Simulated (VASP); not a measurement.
Input of a VASP 6.6.1 run:

INCAR

```
SYSTEM = HfN
PREC = Accurate
ENCUT = 600
EDIFF = 1E-6
ISMEAR = 1
SIGMA = 0.1
LREAL = .False.
LASPH = .True.
NELM = 100
ALGO = Normal
ISIF = 3
LWAVE = .False.
LCHARG = .False.
GGA = PS
IBRION = 2
NSW = 50
EDIFFG = -0.01
PSTRESS = 50.0
```

The input KPOINTS:

```
Automatic mesh
0
Gamma
  11 11 11
  0 0 0
```

Contents of POSCAR:

```
HfN
1.0
    0.0000000000      2.4548220000      2.4548220000
    2.4548220000      0.0000000000      2.4548220000
    2.4548220000      2.4548220000      0.0000000000
Hf N
1 1
Direct
    0.0000000000      0.0000000000      0.0000000000
    0.7500000000      0.7500000000      0.7500000000
```

Potentials or basis: VASP PAW PBE potentials, release 64 (Hf_pv, N).

Command:

```sh
$ cat potpaw_PBE.64/Hf_pv/POTCAR potpaw_PBE.64/N/POTCAR > POTCAR
$ mpirun -np 1 vasp_std > vasp.out
```

(1) Estimate the relaxed cell.

(2) Predict the space group after relaxing (to 0.05 Å).

## Answers

(1) a = 3.410 Å, b = 3.410 Å, c = 3.410 Å, α = 60.00°, β = 60.00°, γ = 60.00°.

(2) F-43m (No. 216).
